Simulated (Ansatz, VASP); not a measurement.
## One calculation of H4RuCl, two programs

```
CELL_PARAMETERS angstrom
4.23669 0.00000 0.00000
0.00000 4.23669 0.00000
0.00000 0.00000 4.23669
ATOMIC_POSITIONS crystal
H 0.21728 0.21728 0.21728
H 0.21728 0.78272 0.78272
H 0.78272 0.78272 0.21728
H 0.78272 0.21728 0.78272
Ru 0.00000 0.00000 0.00000
Cl 0.50000 0.50000 0.50000
```

Change from the starting cell: species swapped into the H4BrN type (P-43m, No. 215).

Alike in both runs: functional PBE; k mesh 10 × 10 × 10; occupations gaussian, width 0.1 eV; collinear spin.

Ansatz relaxed the structure, and its values are those at the end. VASP's run is a single point on that final structure, the one shown.

|  | VASP | Ansatz |
| --- | --- | --- |
| version | VASP 6.6.1 | Ansatz 0.2.0 |
| potentials or method | VASP PAW PBE potentials, release 64 (H, Ru_pv, Cl), cutoff 520 eV | scalar-relativistic, plane waves, PAW |
| valence electrons in the cell | 25 | 27 |

```csv
,VASP,Ansatz,Ansatz less VASP
gap on the k mesh at the Fermi level (eV),none,none,-
pressure (GPa),-0.1,0.0,+0.09
rms of the force components (eV/Å),0.013,0.004,-0.0088
net moment per atom (μB),0.17,0.17,0.000
size of the moment on the site where the two differ most (μB),1.00,0.49,-0.516
```

Site moments also hang on the region over which each program counts them. A gap of «none» marks a metal or a gap that the smearing closes. VASP's potentials hold 25 valence electrons a cell and Ansatz's 27, so a difference there can come from the potentials and not from the codes.
